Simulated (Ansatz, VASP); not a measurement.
**Pd in VASP and in Ansatz**

```
Pd
1.0
     2.73972    0.00000    0.00000
     1.36986    2.37267    0.00000
     0.00000    0.00000   29.42182
Pd
7
Direct
  0.00000 0.00000 0.27191
  0.33333 0.33333 0.34794
  0.66667 0.66667 0.42397
  0.00000 0.00000 0.50000
  0.33333 0.33333 0.57603
  0.66667 0.66667 0.65206
  0.00000 0.00000 0.72809
```

Alike in both runs: task single point; functional PBEsol; k mesh 23 × 23 × 1; no spin polarisation.

|  | VASP | Ansatz |
| --- | --- | --- |
| version | VASP 6.6.1 | Ansatz 0.2.0 |
| potentials or method | VASP PAW PBE potentials, release 64 (Pd) | plane-wave PAW, scalar-relativistic |
| plane-wave cutoff (eV) | 520 | 420 |
| occupations | methfessel-paxton of order 1, width 0.1 eV | cold, width 0.1 eV |
| valence electrons in the cell | 70 | 126 |

```csv
,VASP,Ansatz,Ansatz less VASP
rms of the force components (eV/Å),0.026,0.030,+0.0036
"work function, face that differs most (eV)",5.37,5.37,+0.005
```

VASP's potentials were made for PBE, not for PBEsol, and Ansatz warns of the same on its side. Atom by atom the forces differ by 0.005 eV/Å (rms over components). VASP's potentials hold 70 valence electrons a cell and Ansatz's 126, so a difference there can come from the potentials and not from the codes.
